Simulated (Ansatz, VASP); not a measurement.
## One calculation of SnO2, two programs

File INCAR:

```
SYSTEM = SnO2
ALGO = Normal
EDIFF = 1E-6
ENCUT = 520
ISIF = 2
ISMEAR = 0
LASPH = .TRUE.
LCHARG = .FALSE.
LREAL = .FALSE.
LWAVE = .FALSE.
NBANDS = 35
NELM = 100
PREC = Accurate
SIGMA = 0.02
```

File KPOINTS:

```
k-points
0
G
  6 6 8
  0 0 0
```

The input POSCAR:

```
SnO2
1.0
    4.7570047252      0.0000000000      0.0000000000
    0.0000000000      4.7570738691      0.0000000000
    0.0000000000      0.0000000000      3.1262190150
Sn O
2 4
Direct
    0.5000000000      0.5000000000      0.5000000000
    0.0000000000      0.0000000000      0.0000000000
    0.3052178539      0.3052311476      0.0000000000
    0.8052178539      0.1947688524      0.5000000000
    0.1947821461      0.8052311476      0.5000000000
    0.6947821461      0.6947688524      0.0000000000
```

Input for Ansatz:

```yaml
crystal:
  lattice:
    - [4.7570047252, 0.0, 0.0]
    - [0.0, 4.7570738691, 0.0]
    - [0.0, 0.0, 3.126219015]
  atoms:
    - { symbol: Sn, position: [0.5, 0.5, 0.5] }
    - { symbol: Sn, position: [0.0, 0.0, 0.0] }
    - { symbol: O, position: [0.3052178539, 0.3052311476, 0.0] }
    - { symbol: O, position: [0.8052178539, 0.1947688524, 0.5] }
    - { symbol: O, position: [0.1947821461, 0.8052311476, 0.5] }
    - { symbol: O, position: [0.6947821461, 0.6947688524, 0.0] }
basis:
  ecutwfc: 420
kpoints:
  mp_grid: { grid: [6, 6, 8] }
  band_path: { path: [VBM, CBM], npoints: 2 }
hamiltonian:
  xc: lda
scf:
  occupations: { method: gaussian, width: 0.02 }
output:
  forces: true
  stress: true
  eigenvalues: true
checkpoint:
  read: start.run
  write: ck
  compress: false
  write_wavefunctions: false
  write_every: 100000
```

Alike in both runs: task single point; functional LDA; k mesh 6 × 6 × 8; occupations gaussian, width 0.02 eV; no spin polarisation.

```csv
,VASP,Ansatz
version,VASP 6.6.1,Ansatz 0.2.0
potentials or method,"VASP PAW LDA potentials, release 64 (Sn_d, O), cutoff 520 eV","scalar-relativistic, plane waves, PAW"
valence electrons in the cell,52,52
```

|  | VASP | Ansatz | Ansatz less VASP |
| --- | --- | --- | --- |
| gap on the k mesh at the Fermi level (eV) | 1.33 | 1.30 | -0.034 |
| least direct gap on the mesh (eV) | 1.33 | 1.30 | -0.034 |
| pressure (GPa) | 3.4 | 2.3 | -1.13 |
| traceless stress, the component that is largest in VASP (GPa) | 4.86 | 4.50 | -0.357 |
| rms of the force components (eV/Å) | 0.015 | 0.000 | -0.0149 |

LDA's correlation is that of Perdew and Zunger in VASP and of Perdew and Wang (1992) in Ansatz. Atom by atom the forces differ by 0.015 eV/Å (rms over components). Ansatz's warnings: near symmetry operations not taken.
